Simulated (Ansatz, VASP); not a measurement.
# Rb4O in VASP and in Ansatz

```
CELL_PARAMETERS angstrom
5.65832 0.00000 0.00000
0.00000 5.65832 0.00000
0.00000 0.00000 5.65832
ATOMIC_POSITIONS crystal
Rb 0.00000 0.50000 0.50000
Rb 0.50000 0.00000 0.50000
Rb 0.50000 0.50000 0.00000
Rb 0.00000 0.00000 0.00000
O 0.50000 0.50000 0.50000
```

Alike in both runs: task relaxation of cell and atoms; functional PBE; k mesh 4 × 4 × 4; occupations gaussian, width 0.1 eV; no spin polarisation.

|  | VASP | Ansatz |
| --- | --- | --- |
| version | VASP 6.6.1 | Ansatz 0.2.0 |
| potentials or method | VASP PAW PBE potentials, release 64 (Rb_sv, O), cutoff 600 eV | scalar-relativistic, plane waves, PAW |
| valence electrons in the cell | 42 | 42 |

Ansatz gave:

| Item | Value |
| --- | --- |
| gap on the k mesh at the Fermi level, each at its own relaxed structure (eV) | none |
| relaxed volume (Å³/atom) | 46.38 |
| relaxed length of the cell vector where the two differ most in proportion (Å) | 6.144 |

**Question.** What did VASP give for the same quantities?

**Answer.** gap on the k mesh at the Fermi level, each at its own relaxed structure (eV): none; relaxed volume (Å³/atom): 46.90; relaxed length of the cell vector where the two differ most in proportion (Å): 6.166.

A gap of «none» marks a metal or a gap that the smearing closes.

Noted on VASP's run: the volume moved by over 15 % at a fixed basis, so the end points are rough.
